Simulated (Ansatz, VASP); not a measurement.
# One calculation of CsBr, two programs

Contents of INCAR:

```
SYSTEM = CsBr
  PREC = Accurate
  ENCUT = 500
  EDIFF = 1E-6
  ISMEAR = -1
  SIGMA = 0.03
  LREAL = .FALSE.
  LASPH = .TRUE.
  NELM = 120
  ALGO = Normal
  ISIF = 2
  LWAVE = .FALSE.
  LCHARG = .FALSE.
  GGA = PE
  NBANDS = 15
  GGA_COMPAT = .FALSE.
```

The input KPOINTS:

```
regular mesh
0
G
  6 6 6
  0 0 0
```

File POSCAR:

```
CsBr
1.0
    4.3562747853      0.0000000000      0.0000000000
    0.0000000000      4.3562747853      0.0000000000
    0.0000000000      0.0000000000      4.3562747853
Cs Br
1 1
Direct
    0.0000000000      0.0000000000      0.0000000000
    0.5000000000      0.5000000000      0.5000000000
```

Input for Ansatz:

```yaml
crystal:
  lattice:
    - [4.3562747853, 0.0, 0.0]
    - [0.0, 4.3562747853, 0.0]
    - [0.0, 0.0, 4.3562747853]
  atoms:
    - { symbol: Cs, position: [0.0, 0.0, 0.0] }
    - { symbol: Br, position: [0.5, 0.5, 0.5] }
kpoints:
  mp_grid: { grid: [6, 6, 6] }
scf:
  occupations: { method: fermi_dirac, width: 0.03 }
hamiltonian:
  xc: pbe
  pseudopotentials: { kind: all_electron, lapw: { basis_error: 0.00025 } }
output:
  forces: true
  stress: true
  eigenvalues: true
```

Change from the starting cell: volume scaled by 1.05.

Alike in both runs: task single point; functional PBE; k mesh 6 × 6 × 6; occupations fermi-dirac, width 0.03 eV; no spin polarisation.

```csv
,VASP,Ansatz
version,VASP 6.6.1,Ansatz 0.2.0
potentials or method,"VASP PAW PBE potentials, release 64 (Cs_sv, Br), cutoff 500 eV","all-electron LAPW, scalar-relativistic"
```

VASP gave:

* gap on the k mesh at the Fermi level (eV): 4.33
* pressure (GPa): 0.3

Task: Which values does Ansatz return?

Result: gap on the k mesh at the Fermi level (eV): 4.34; pressure (GPa): 0.3.

Ansatz ran all-electron here, and VASP with PAW potentials.

Neither program's run includes spin-orbit coupling.
